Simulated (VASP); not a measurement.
A run of VASP 6.6.1:

INCAR

```
ALGO = Normal
DIPOL = 0.5 0.5 0.300
EDIFF = 1E-6
ENCUT = 400
GGA = PE
GGA_COMPAT = False
IDIPOL = 3
ISIF = 2
ISMEAR = 0
LASPH = True
LCHARG = False
LDIPOL = True
LREAL = False
LWAVE = False
NBANDS = 40
NELM = 120
NELMDL = -8
PREC = Accurate
SIGMA = 0.1
```

KPOINTS

```
k-points
0
Gamma
  4 4 1
```

POSCAR

```
Na4H
1.0
    7.2665054626      0.0000000000      0.0000000000
   -2.4221684875      6.8509270508      0.0000000000
    0.0000000000      0.0000000000     20.9665384335
Na H
8 2
Direct
    0.2500000000      0.2500000000      0.1907801811
    0.2500000000      0.7500000000      0.1907801811
    0.7500000000      0.2500000000      0.1907801811
    0.7500000000      0.7500000000      0.1907801811
    0.0000000000      0.0000000000      0.3322693660
    0.0000000000      0.5000000000      0.3322693660
    0.5000000000      0.0000000000      0.3322693660
    0.5000000000      0.5000000000      0.3322693660
    0.0854033960      0.3333333333      0.4562764838
    0.2479299373      0.3333333333      0.4562764838
```

Potentials or basis: VASP PAW PBE potentials, release 64 (Na_pv, H).

Command:

```bash
$ cat potpaw_PBE.64/Na_pv/POTCAR potpaw_PBE.64/H/POTCAR > POTCAR
$ mpirun -np 1 vasp_std > vasp.out
```

Hardware: 1 thread of Oxide Virtual Turin-like Processor, with other jobs on the host.

Task: How long does it take, and how much memory?

Result: Wall time 12 min on 1 thread of Oxide Virtual Turin-like Processor, with other jobs on the host, peak memory 0.69 GiB. Counts: scf iterations 26, k points 10.
